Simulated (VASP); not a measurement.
BAs (zincblende type):

```
B As
1.0
     0.00000    2.40620    2.40620
     2.40620    0.00000    2.40620
     2.40620    2.40620    0.00000
B As
1 1
Direct
  0.00000 0.00000 0.00000
  0.25000 0.25000 0.25000
```

```yaml
Program: VASP 6.6.1
Task: relaxation of cell and atoms
Functional: PBEsol
Potentials_or_basis: VASP PAW PBE potentials, release 64 (B, As)
Cutoff: 600 eV
k_mesh: 14 × 14 × 14
Occupations: fermi-dirac, width 0.05 eV
Spin: no spin polarisation
```

At the start: pressure -2.9 GPa; volume 13.93 Å³/atom.

Q: How do energy, volume and symmetry change on relaxing?

A: Over 3 steps the energy falls by 2.8 meV/atom and the volume is 13.63 Å³/atom (-2.2 %); space group F-43m (No. 216, to 0.1 Å) before and after.

Step by step:
```tsv
step	energy change (eV)	largest force (eV/Å)	pressure (GPa)	volume (Å³)
1	0.0000	0.0000	-2.93	27.86
2	-0.0028	0.0000	2.23	26.85
3	-0.0056	0.0000	0.00	27.26
```

Final structure:
```
B As
1.0
     0.00000    2.38879    2.38879
     2.38879    0.00000    2.38879
     2.38879    2.38879    0.00000
B As
1 1
Direct
  0.00000 0.00000 0.00000
  0.25000 0.25000 0.25000
```

Caveat: the PAW data sets were made with another functional, which shifts forces and pressure a little.
